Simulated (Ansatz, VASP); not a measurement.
**Rb in VASP and in Ansatz**

Contents of INCAR:

```
SYSTEM = Rb
ALGO = Normal
EDIFF = 1E-6
ENCUT = 520
GGA = PE
ISIF = 2
ISMEAR = 0
LASPH = .True.
LCHARG = .False.
LREAL = .False.
LWAVE = .False.
NBANDS = 10
NELM = 80
PREC = Accurate
SIGMA = 0.15
```

KPOINTS

```
k-points
0
Gamma
  14 14 14
  0 0 0
```

File POSCAR:

```
Rb
1.0
   -1.4847491173      2.9694982345      2.9694982345
    2.9694982345     -1.4847491173      2.9694982345
    2.9694982345      2.9694982345     -1.4847491173
Rb
1
Direct
    0.0000000000      0.0000000000      0.0000000000
```

Input for Ansatz:

```yaml
crystal:
  lattice:
    - [-1.4847491173, 2.9694982345, 2.9694982345]
    - [2.9694982345, -1.4847491173, 2.9694982345]
    - [2.9694982345, 2.9694982345, -1.4847491173]
  atoms:
    - { symbol: Rb, position: [0.0, 0.0, 0.0] }
basis:
  ecutwfc: 420
kpoints:
  mp_grid: { grid: [14, 14, 14] }
hamiltonian:
  xc: pbe
scf:
  occupations: { method: gaussian, width: 0.15 }
output:
  forces: true
  stress: true
  eigenvalues: true
  write_density: true
  write_potential: true
  elf: true
  volumetric_format: npy
```

Alike in both runs: task single point; functional PBE; k mesh 14 × 14 × 14; occupations gaussian, width 0.15 eV; no spin polarisation.

```csv
,VASP,Ansatz
version,VASP 6.6.1,Ansatz 0.2.0
potentials or method,"VASP PAW PBE potentials, release 64 (Rb_sv), cutoff 520 eV","scalar-relativistic, plane waves, PAW"
valence electrons in the cell,9,9
```

|  | VASP | Ansatz | Ansatz less VASP |
| --- | --- | --- | --- |
| gap on the k mesh at the Fermi level (eV) | none | none | - |
| pressure (GPa) | 0.3 | 0.3 | 0.00 |

A gap of «none» marks a metal or a gap that the smearing closes. With one functional, cell and mesh, what is left measures potentials, basis and numerics.
